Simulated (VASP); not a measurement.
# Ir (P6_3/mmc) in VASP: notebook, part 2 of 2

VASP 6.6.1.

## 3. Single point, PBEsol

File INCAR:

```
  PREC = Accurate
  ENCUT = 520
  EDIFF = 1E-6
  ISMEAR = 0
  SIGMA = 0.15
  LREAL = F
  LASPH = T
  NELM = 60
  ALGO = Fast
  ISIF = 2
  LWAVE = F
  LCHARG = F
  GGA = PS
  NBANDS = 16
```

File KPOINTS:

```
regular mesh
0
Gamma
  24 24 12
```

File POSCAR:

```
Ir
1.0
    2.7513778946      0.0000000000      0.0000000000
   -1.3756889473      2.3827631521      0.0000000000
    0.0000000000      0.0000000000      4.4622900000
Ir
2
Direct
    0.6666666667      0.3333333333      0.7500000000
    0.3333333333      0.6666666667      0.2500000000
```

Potentials or basis: VASP PAW PBE potentials, release 64 (Ir).

The run is started by

```bash
cat potpaw_PBE.64/Ir/POTCAR > POTCAR
mpirun -np 1 vasp_std > vasp.out
```

OUTCAR:

```text
PREC = Accurate
   ENCUT = 520
   EDIFF = 1E-6
   ISMEAR = 0
   LREAL = F
   LASPH = T
   NELM = 60
   ISIF = 2
   GGA = PS

 ion  position               nearest neighbor table
   1  0.667  0.333  0.750-   2 2.74   2 2.74   2 2.74   2 2.74   2 2.74   2 2.74
   2  0.333  0.667  0.250-   1 2.74   1 2.74   1 2.74   1 2.74   1 2.74   1 2.74

  LATTYP: Found a hexagonal cell.
 ALAT       =     2.7513778946
 C/A-ratio  =     1.6218382828

  Lattice vectors:

 A1 = (   2.7513778946,   0.0000000000,   0.0000000000)
 A2 = (  -1.3756889473,   2.3827631521,   0.0000000000)
 A3 = (   0.0000000000,   0.0000000000,   4.4622900000)

Analysis of symmetry for initial positions (statically):
=====================================================================
 Subroutine PRICEL returns:
 Original cell was already a primitive cell.

 Routine SETGRP: Setting up the symmetry group for a
 hexagonal supercell.

 Subroutine GETGRP returns: Found 24 space group operations
[... 156 lines left out ...]
   NGX = 11   NGY = 11   NGZ = 17

 number of electron      18.0000000 magnetization

 Free energy of the ion-electron system (eV)
  ---------------------------------------------------
  ext. energy  EPLUGINS =         0.00000000
  ---------------------------------------------------
  free energy    TOTEN  =       -19.46096401 eV

  energy without entropy =      -19.43382718  energy(sigma->0) =      -19.44739560

 E-fermi :   9.7951     XC(G=0): -13.9058

 val. band max:        9.7925228828   @ k =   0.3333   0.2500   0.3333
 cond. band min:       9.7952495394   @ k =   0.2917   0.1250   0.0000
 fundamental gap:      0.0027266566
 Fermi energy:         9.7951235840

 k-point     1 :       0.0000    0.0000    0.0000
  band No.  band energies     occupation
      1      -1.1576      2.00000
      2       1.9055      2.00000
      3       6.0155      2.00000
      4       6.1181      2.00000
      5       6.1181      2.00000
      6       6.7456      2.00000
[... 433 lines left out ...]
      3       3.1917      2.00000
      4       5.8310      2.00000
      5       6.3481      2.00000
      6       6.3625      2.00000
[... 8 lines left out ...]
     15      20.2544      0.00000
     16      21.5163      0.00000

 [... further k-points ...]
[... 5 lines left out ...]
  --------------------------------------------------------------------------------------
  -------------------------------------------------------------------------------------
  Total       -2.1455813     -2.1455813     -2.1387171     -0.0000000      0.0000000      0.0000000
  in kB     -117.5077886   -117.5077886   -117.1318526     -0.0000000      0.0000000      0.0000000
  external PRESSURE =    -117.3824766 kB  Pullay stress =       0.0000000 kB

 VOLUME and BASIS-vectors are now :
 -----------------------------------------------------------------------------
  energy-cutoff  :      520.00
  volume of cell :       29.25
      direct lattice vectors                 reciprocal lattice vectors
     2.751377895  0.000000000  0.000000000     0.363454254  0.209840411  0.000000000
    -1.375688947  2.382763152  0.000000000     0.000000000  0.419680823  0.000000000
     0.000000000  0.000000000  4.462290000     0.000000000  0.000000000  0.224100182

 POSITION                                       TOTAL-FORCE (eV/Angst)
 -----------------------------------------------------------------------------------
      1.37569      0.79425      3.34672        -0.000000      0.000000      0.000000
     -0.00000      1.58851      1.11557         0.000000     -0.000000      0.000000
 -----------------------------------------------------------------------------------
    total drift:                                0.000000     -0.000000     -0.000000

  FREE ENERGIE OF THE ION-ELECTRON SYSTEM (eV)
  ---------------------------------------------------
  free  energy   TOTEN  =       -19.4609640131 eV

  energy  without entropy=      -19.4338271778  energy(sigma->0) =      -19.44739560
```

stdout:

```text
POSCAR found type information on POSCAR Ir
 POSCAR found :  1 types and       2 ions
 scaLAPACK will be used
 -----------------------------------------------------------------------------
|                                                                             |
|                                                                             |
|     You enforced a specific xc type in the INCAR file but a different       |
|     I HOPE YOU KNOW WHAT YOU ARE DOING!                                     |
|                                                                             |
 -----------------------------------------------------------------------------

 LDA part: xc-table for (Slater+PW92), standard interpolation
 POSCAR, INCAR and KPOINTS ok, starting setup
 FFT: planning ... GRIDC
 FFT: planning ... GRID_SOFT
 FFT: planning ... GRID
 WAVECAR not read
 entering main loop
```

It took 2.2 min on 1 thread of Intel Xeon 6975P-C (Granite Rapids), shared host; peak memory 0.28 GiB.

What came out:

```
Free energy            : -19.4610 eV
Pressure               : -11.7 GPa
Band gap on the k mesh : zero (band 9 reaches 10.71 eV, above the bottom of band 10 at 7.54 eV)
```

Levels at points of the mesh, in eV from the Fermi level:
| k point | band 7 | band 8 | band 9 | band 10 | band 11 | band 12 |
| --- | --- | --- | --- | --- | --- | --- |
| (0.00, 0.00, 0.00) | -3.05 | -2.28 | -2.28 | -0.80 | 0.26 | 0.26 |
| (0.50, 0.00, 0.00) | -2.87 | 0.67 | 0.92 | 1.07 | 2.82 | 4.22 |
| (0.00, 0.00, 0.50) | -3.79 | -3.79 | -0.46 | -0.46 | -0.46 | -0.46 |
| (0.50, 0.00, 0.50) | -0.94 | -0.94 | 0.91 | 0.91 | 1.94 | 1.94 |

Caveat: the PAW data sets were made with another functional, which shifts forces and pressure a little; spin-orbit coupling is left out, which moves the levels of the heavy elements.
